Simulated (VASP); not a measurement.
Wanted: the native input for a VASP 6.6.1 run.

| Property | Result |
| --- | --- |
| Task | single point |
| Functional | revPBE |
| Potentials or basis | VASP PAW PBE potentials, release 64 (Sn_d, Te) |
| Cutoff | 500 eV |
| k mesh | 4 × 4 × 4 |
| Occupations | gaussian, width 0.1 eV |
| Spin | no spin polarisation |
| Dipole correction | no |
| Further INCAR settings | ALGO = Normal; EDIFF = 1e-06; NBANDS = 17 |

The structure of SnTe lies in POSCAR:

```
SnTe
1.0
    0.0000000000      3.6111460000      3.6111460000
    3.6111460000      0.0000000000      3.6111460000
    3.6111460000      3.6111460000      0.0000000000
Sn Te
1 1
Direct
    0.0000000000      0.0000000000      0.0000000000
    0.7500000000      0.7500000000      0.7500000000
```

The input as run:

INCAR

```
SYSTEM = SnTe
ALGO = Normal
EDIFF = 1E-6
ENCUT = 500
GGA = RE
GGA_COMPAT = .FALSE.
ISIF = 2
ISMEAR = 0
LASPH = .TRUE.
LCHARG = .TRUE.
LELF = .TRUE.
LREAL = .FALSE.
LVHAR = .TRUE.
LWAVE = .FALSE.
NBANDS = 17
NELM = 120
PREC = Accurate
SIGMA = 0.1
```

KPOINTS

```
k-points
0
G
  4 4 4
  0 0 0
```

Potentials or basis: VASP PAW PBE potentials, release 64 (Sn_d, Te).

Command:

```bash
$ cat potpaw_PBE.64/Sn_d/POTCAR potpaw_PBE.64/Te/POTCAR > POTCAR
$ mpirun -np 1 vasp_std > vasp.out
```

It gave:

The pressure is 0.5 GPa and the band gap on the k mesh is 0.17 eV, indirect (least direct gap 0.85 eV).

Caveat: the PAW data sets were made with another functional, which shifts forces and pressure a little; spin-orbit coupling is left out, which moves the levels of the heavy elements.

Wall time 36 s on 1 thread of Intel Xeon 8259CL, with other jobs on the host, peak memory 0.24 GiB.
